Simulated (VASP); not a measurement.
# CS2 (Cmce) in VASP: further runs

CS2 is run at these levels: PBE+D4, PBEsol; tasks: single point, relaxation of cell and atoms.

Everything below comes from runs of VASP 6.6.1. Logs are shortened: lines on timing, memory, paths and dates and some standing lists are left out, and cuts for length are marked.

## (1) The cell of the first run

It takes space group Cmce (No. 64, orthorhombic). The conventional cell has a = 6.153 Å, b = 5.368 Å, c = 9.289 Å, α = 90.00°, β = 90.00°, γ = 90.00°. Within 2.1 Å of S (site symmetry m) lie 1 C at 1.56 Å. C (site symmetry 2/m) has 2 S at 1.56 Å within 2.1 Å.

## (2) Single point, PBE+D4

File INCAR:

```
SYSTEM = CS2
PREC     = Accurate       ! precision mode
ENCUT    = 910            ! plane-wave cutoff, eV
EDIFF    = 1E-6           ! SCF threshold, eV
ISMEAR   = -1             ! smearing method
SIGMA    = 0.05           ! smearing width, eV
LREAL    = .False.        ! projectors in reciprocal space
LASPH    = .True.         ! aspherical terms in the spheres
NELM     = 120            ! most SCF steps
ALGO     = Normal         ! electronic algorithm
ISIF     = 2              ! what is computed and relaxed
LWAVE    = .False.        ! write WAVECAR
LCHARG   = .True.         ! write CHGCAR
GGA      = PE             ! functional
IVDW     = 13             ! dispersion correction
LELF     = .True.         ! ELF
LVHAR    = .True.       
NBANDS   = 25             ! bands
GGA_COMPAT= .False.
```

File KPOINTS:

```
regular mesh
0
Gamma
  6 6 3
  0 0 0
```

File POSCAR:

```
CS2
1.0
    3.0766420805     -2.6840595661      0.0000000000
    3.0766420805      2.6840595661      0.0000000000
    0.0000000000      0.0000000000      9.2889408013
S C
4 2
Direct
    0.1974316604      0.8025683396      0.8766481634
    0.3025683396      0.6974316604      0.3766481634
    0.6974316604      0.3025683396      0.6233518366
    0.8025683396      0.1974316604      0.1233518366
    0.5000000000      0.5000000000      0.5000000000
    0.0000000000      0.0000000000      0.0000000000
```

Potentials or basis: VASP PAW PBE potentials, release 64 (S, C_h).

Command:

```sh
cat potpaw_PBE.64/S/POTCAR potpaw_PBE.64/C_h/POTCAR > POTCAR
mpirun -np 1 vasp_std > vasp.out
```

OUTCAR:

```text
SYSTEM = CS2
   PREC = Accurate
   ENCUT = 910
   EDIFF = 1E-6
   ISMEAR = -1
   LREAL = .False.
   LASPH = .True.
   NELM = 120
   ISIF = 2
   GGA = PE
   IVDW = 13

 ion  position               nearest neighbor table
   1  0.197  0.803  0.877-   6 1.56
   2  0.303  0.697  0.377-   5 1.56
   3  0.697  0.303  0.623-   5 1.56
   4  0.803  0.197  0.123-   6 1.56
   5  0.500  0.500  0.500-   2 1.56   3 1.56
   6  0.000  0.000  0.000-   1 1.56   4 1.56

  LATTYP: Found a base centered orthorhombic cell.
 ALAT       =     5.3681191322
 B/A-ratio  =     1.1462644568
 C/A-ratio  =     1.7303902116

  Lattice vectors:

 A1 = (  -3.0766420805,  -2.6840595661,   0.0000000000)
 A2 = (   3.0766420805,  -2.6840595661,   0.0000000000)
 A3 = (   0.0000000000,   0.0000000000,   9.2889408013)

Analysis of symmetry for initial positions (statically):
=====================================================================
 Subroutine PRICEL returns:
 Original cell was already a primitive cell.

 Routine SETGRP: Setting up the symmetry group for a
 base centered orthorhombic supercell.

 Subroutine GETGRP returns: Found  8 space group operations
 (whereof  4 operations were pure point group operations)
 out of a pool of  8 trial point group operations.

The static configuration has the point symmetry C_2h.
 The point group associated with its full space group is D_2h.

Analysis of symmetry for dynamics (positions and initial velocities):
=====================================================================
 Subroutine PRICEL returns:
 Original cell was already a primitive cell.

 Routine SETGRP: Setting up the symmetry group for a
 base centered orthorhombic supercell.

 Subroutine GETGRP returns: Found  8 space group operations
 (whereof  4 operations were pure point group operations)
 out of a pool of  8 trial point group operations.

The dynamic configuration has the point symmetry C_2h.
 The point group associated with its full space group is D_2h.

 Subroutine INISYM returns: Found  8 space group operations
 (whereof  4 operations are pure point group operations),
 and found     1 'primitive' translations

----------------------------------------------------------------------------------------

                                     Primitive cell
[... 98 lines left out ...]
   NELM   =    120;   NELMIN=  2; NELMDL= -5     # of ELM steps
   EDIFF  = 0.1E-05   stopping-criterion for ELM
   LREAL  =      F    real-space projection
   EDIFFG = 0.1E-04   stopping-criterion for IOM
   NSW    =      0    number of steps for IOM
   IBRION =     -1    ionic relax: 0-MD 1-quasi-New 2-CG
   NFREE  =      0    steps in history (QN), initial steepest desc. (CG)
   ISIF   =      2    stress and relaxation
   ISYM   =      2    0-nonsym 1-usesym 2-fastsym
   POTIM  = 0.5000    time-step for ionic-motion
   TEBEG  =    0.0;   TEEND  =   0.0 temperature during run
   PSTRESS=    0.0 pullay stress
   NELECT =      32.0000    total number of electrons
   NUPDOWN=      -1.0000    fix difference up-down
   EMIN   =  10.00;   EMAX   =-10.00  energy-range for DOS
   EFERMI =   0.00;   METHOD = LEGACY
   ISMEAR =    -1;   SIGMA  =   0.05  broadening in eV -4-tet -1-fermi 0-gaus
   EFERMI_NEDOS =   21; number of points for ismear=-14 and -15
   IALGO  =     38    algorithm
   IMIX   =      4    mixing-type and parameters
     AMIX     =   0.40;   BMIX     =  1.00
     AMIX_MAG =   1.60;   BMIX_MAG =  1.00
  volume/ion in A,a.u.               =      25.57       172.55
  Fermi-wavevector in a.u.,A,eV,Ry     =   0.970889  1.834715 12.825206  0.942626
  Thomas-Fermi vector in A             =   2.101061
   LORBIT       =      0    0 simple, 1 ext, 2 COOP (PROOUT), +10 PAW based schemes
   GGA     = PE    functional components
   LHFCALC =     F    Hartree Fock is set to
   AEXX    =    0.0000 exact exchange contribution
   IVDW    =    13    specifies the selected vdW correction
   LEPSILON=     F    determine dielectric tensor
   LRPA    =     F    only Hartree local field effects (RPA)
 non-spin polarized calculation
  energy-cutoff  :      910.00
  volume of cell :      153.41
 maximum number of plane-waves:      9621
   NGX = 21   NGY = 21   NGZ = 45

 number of electron      31.9999999 magnetization

 Free energy of the ion-electron system (eV)
  ---------------------------------------------------
  ext. energy  EPLUGINS =         0.00000000
  ---------------------------------------------------
  free energy    TOTEN  =       -33.22859976 eV

  energy without entropy =      -33.22859976  energy(sigma->0) =      -33.22859976

 E-fermi :   1.0071     XC(G=0):  -7.6497

 val. band max:       -0.1125628256   @ k =   0.5000   0.5000   0.0000
 cond. band min:       2.7970201574   @ k =   0.5000   0.5000   0.0000
 fundamental gap:      2.9095829830
 Fermi energy:         1.0071255761

 k-point     1 :       0.0000    0.0000    0.0000
  band No.  band energies     occupation
      1     -15.2725      2.00000
      2     -15.1454      2.00000
      3     -13.0482      2.00000
      4     -12.8081      2.00000
      5      -6.8207      2.00000
      6      -6.1282      2.00000
[... 661 lines left out ...]
     24       7.8964      0.00000
     25       8.8040      0.00000

 [... further k-points ...]

------------------------ aborting loop because EDIFF is reached ----------------------------------------

  DFT-D4 for vdW energy calculation

  Edisp (eV):   -1.05008

  FORCE on cell =-STRESS in cart. coord.  units (eV):
  Direction    XX          YY          ZZ          XY          YZ          ZX
  --------------------------------------------------------------------------------------
  -------------------------------------------------------------------------------------
  Total      -0.04496    -0.83917    -0.96760     0.00000     0.00000     0.00000
  in kB      -0.46950    -8.76385   -10.10512     0.00000     0.00000     0.00000
  external pressure =       -6.45 kB  Pullay stress =        0.00 kB

 VOLUME and BASIS-vectors are now :
 -----------------------------------------------------------------------------
  energy-cutoff  :      910.00
  volume of cell :      153.41
      direct lattice vectors                 reciprocal lattice vectors
     3.076642081 -2.684059566  0.000000000     0.162514841 -0.186284986  0.000000000
     3.076642081  2.684059566  0.000000000     0.162514841  0.186284986  0.000000000
     0.000000000  0.000000000  9.288940801     0.000000000  0.000000000  0.107654901

 POSITION                                       TOTAL-FORCE (eV/Angst)
 -----------------------------------------------------------------------------------
      3.07664      1.62422      8.14313         0.000000      0.181279      0.196801
      3.07664      1.05984      3.49866         0.000000     -0.181279      0.196801
      3.07664     -1.05984      5.79028         0.000000      0.181279     -0.196801
      3.07664     -1.62422      1.14581         0.000000     -0.181279     -0.196801
      3.07664      0.00000      4.64447         0.000000      0.000000      0.000000
      0.00000      0.00000      0.00000         0.000000      0.000000      0.000000
 -----------------------------------------------------------------------------------
    total drift:                                0.000000     -0.000000     -0.000000

  FREE ENERGIE OF THE ION-ELECTRON SYSTEM (eV)
  ---------------------------------------------------
  free  energy   TOTEN  =       -34.2786780218 eV

  energy  without entropy=      -34.2786780218  energy(sigma->0) =      -34.27867802
```

Wall time 6.9 min (1 thread of AMD EPYC 7R43 (Zen 3), shared host); peak memory 0.44 GiB.

Results:

```yaml
Free_energy: -34.2787 eV
Pressure: -0.6 GPa
Largest_force: 0.268 eV/Å
Band_gap_on_the_k_mesh: 2.91 eV
Dispersion_energy_per_atom: -0.175 eV
```

Forces in eV/Å, atoms in the order of the input:
```
S    0.000  0.181  0.197
S    0.000 -0.181  0.197
S    0.000  0.181 -0.197
S    0.000 -0.181 -0.197
C    0.000  0.000  0.000
C    0.000  0.000  0.000
```

## (3) Relaxation of cell and atoms, PBEsol, target pressure 10 GPa, at which the enthalpy is minimised

This run uses another cell than the first one, of 35.85 Å³/atom.

File INCAR:

```
PREC = Accurate ; ENCUT = 600
EDIFF = 1E-6 ; ISMEAR = -1
SIGMA = 0.05 ; LREAL = F
LASPH = T ; NELM = 100
ALGO = Normal ; ISIF = 3
LWAVE = F ; LCHARG = F
GGA = PS ; IBRION = 2
NSW = 60 ; EDIFFG = -0.01
PSTRESS = 100.0
```

File KPOINTS:

```
Automatic mesh
0
Gamma
  6 6 3
```

File POSCAR:

```
CS2
1.0
    3.6457880000     -2.9943140000      0.0000000000
    3.6457880000      2.9943140000      0.0000000000
    0.0000000000      0.0000000000      9.8512570000
S C
4 2
Direct
    0.1815210000      0.8184790000      0.8868670000
    0.3184790000      0.6815210000      0.3868670000
    0.6815210000      0.3184790000      0.6131330000
    0.8184790000      0.1815210000      0.1131330000
    0.5000000000      0.5000000000      0.5000000000
    0.0000000000      0.0000000000      0.0000000000
```

Potentials or basis: VASP PAW PBE potentials, release 64 (S, C).

Command:

```sh
cat potpaw_PBE.64/S/POTCAR potpaw_PBE.64/C/POTCAR > POTCAR
mpirun -np 1 vasp_std > vasp.out
```

Run time: 24 min. Hardware: 1 thread of Intel Xeon 6975P-C (Granite Rapids), shared host; peak memory 0.44 GiB.

The run converged. Its results:

| Item | Value |
| --- | --- |
| Free energy | -33.5869 eV |
| Relaxed volume | 16.08 Å³/atom |
| Relaxed cell | a = 3.469 Å, b = 3.469 Å, c = 8.039 Å, α = 90.00°, β = 90.00°, γ = 85.83° |
| Space group after relaxing (to 0.1 Å) | Cmce (No. 64) |
| Energy change on relaxing (the run minimises the enthalpy) | +168.5 meV/atom |
| Ionic steps | 58 |
| Pressure after relaxing | 10.0 GPa |
| Largest force after relaxing | 0.008 eV/Å |
| Band gap on the k mesh | 1.01 eV (least direct gap 1.26 eV) |

Forces in eV/Å, atoms in the order of the input:
```
S    0.000  0.001  0.008
S    0.000 -0.001  0.008
S    0.000  0.001 -0.008
S    0.000 -0.001 -0.008
C    0.000  0.000  0.000
C    0.000  0.000  0.000
```

The path:
```tsv
step	energy change (eV)	largest force (eV/Å)	pressure (GPa)	volume (Å³)
1	0.0000	0.1398	-0.43	215.09
3	0.7752	5.3514	8.99	182.95
5	0.8335	2.6239	14.40	104.58
7	1.3709	2.4004	19.13	94.30
9	0.9467	0.1011	9.56	97.98
11	0.9601	0.1259	9.79	97.70
13	1.0602	0.0958	10.48	95.87
15	1.0197	0.1791	9.60	96.49
17	1.0160	0.1603	9.64	96.53
19	0.9770	0.0567	9.74	97.09
21	0.9643	0.0594	9.80	97.28
23	0.9756	0.0313	9.71	97.08
25	1.0019	0.0386	9.77	96.64
27	1.0084	0.0032	9.95	96.54
29	1.0076	0.0247	10.04	96.55
31	1.0073	0.0377	10.09	96.55
33	1.0049	0.0175	9.99	96.59
35	1.0033	0.0133	9.93	96.62
37	1.0053	0.0146	9.97	96.58
39	1.0149	0.0351	10.14	96.43
41	1.0120	0.0214	10.05	96.47
43	1.0121	0.0183	9.99	96.47
45	1.0134	0.0161	10.04	96.45
47	1.0145	0.0170	10.07	96.43
49	1.0127	0.0100	9.96	96.46
51	1.0119	0.0068	9.98	96.47
53	1.0089	0.0165	10.00	96.52
55	1.0091	0.0029	9.95	96.51
57	1.0094	0.0176	9.91	96.51
58	1.0113	0.0076	9.97	96.48
```

Final structure:
```yaml
crystal:
  lattice:
    - [2.54041, -2.36208, 0.00000]
    - [2.54041, 2.36208, 0.00000]
    - [0.00000, 0.00000, 8.03879]
  atoms:
    - { symbol: S, position: [0.23310, 0.76690, 0.86424] }
    - { symbol: S, position: [0.26690, 0.73310, 0.36424] }
    - { symbol: S, position: [0.73310, 0.26690, 0.63576] }
    - { symbol: S, position: [0.76690, 0.23310, 0.13576] }
    - { symbol: C, position: [0.50000, 0.50000, 0.50000] }
    - { symbol: C, position: [0.00000, 0.00000, 0.00000] }
```

Levels at points of the mesh, in eV from the valence-band top:
| k point | band 14 | band 15 | band 16 | band 17 | band 18 | band 19 |
| --- | --- | --- | --- | --- | --- | --- |
| (0.00, 0.00, 0.00) | -1.86 | -1.82 | -0.47 | 1.01 | 1.47 | 2.89 |
| (0.50, 0.00, 0.00) | -1.34 | -0.65 | -0.65 | 2.09 | 2.09 | 3.38 |
| (0.50, 0.50, 0.00) | -3.24 | -1.54 | -0.21 | 1.04 | 2.05 | 4.30 |

Caveat: the cell is relaxed towards a set pressure, so the run minimises the enthalpy, not the energy; the volume moved by over 15 % at a fixed basis, so the end points are rough; this functional lacks dispersion, which holds the molecules together, so the pressure and a relaxed volume are unreliable; the PAW data sets were made with another functional, which shifts forces and pressure a little. A k mesh can miss the band edges.

[end of part 1 of 3]
